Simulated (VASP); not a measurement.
A run of VASP 6.6.1:

INCAR

```
PREC = Accurate
ENCUT = 500
EDIFF = 1E-7
ISMEAR = 0
SIGMA = 0.01
LREAL = F
LASPH = T
NELM = 120
ALGO = Normal
ISIF = 3
LWAVE = F
LCHARG = F
GGA = PE
IBRION = 2
NSW = 100
EDIFFG = -0.01
PSTRESS = 40.0
GGA_COMPAT = F
NELMIN = 4
```

Contents of KPOINTS:

```
Automatic mesh
0
Gamma
  6 6 6
```

File POSCAR:

```
CdSe
1.0
    0.0000000000      3.0702710000      3.0702710000
    3.0702710000      0.0000000000      3.0702710000
    3.0702710000      3.0702710000      0.0000000000
Cd Se
1 1
Direct
    0.0000000000      0.0000000000      0.0000000000
    0.2500000000      0.2500000000      0.2500000000
```

Potentials or basis: VASP PAW PBE potentials, release 64 (Cd, Se).

The run is started by

```bash
$ cat potpaw_PBE.64/Cd/POTCAR potpaw_PBE.64/Se/POTCAR > POTCAR
$ mpirun -np 1 vasp_std > vasp.out
```

Hardware: 1 thread of Intel(R) Xeon(R) 6975P-C (Granite Rapids), with other jobs on the host.

Estimate the wall time of this run.

It took 14 s on 1 thread of Intel(R) Xeon(R) 6975P-C (Granite Rapids), on a shared host, peak memory 0.18 GiB. Counts: scf iterations 31, k points 16, ion steps 3.
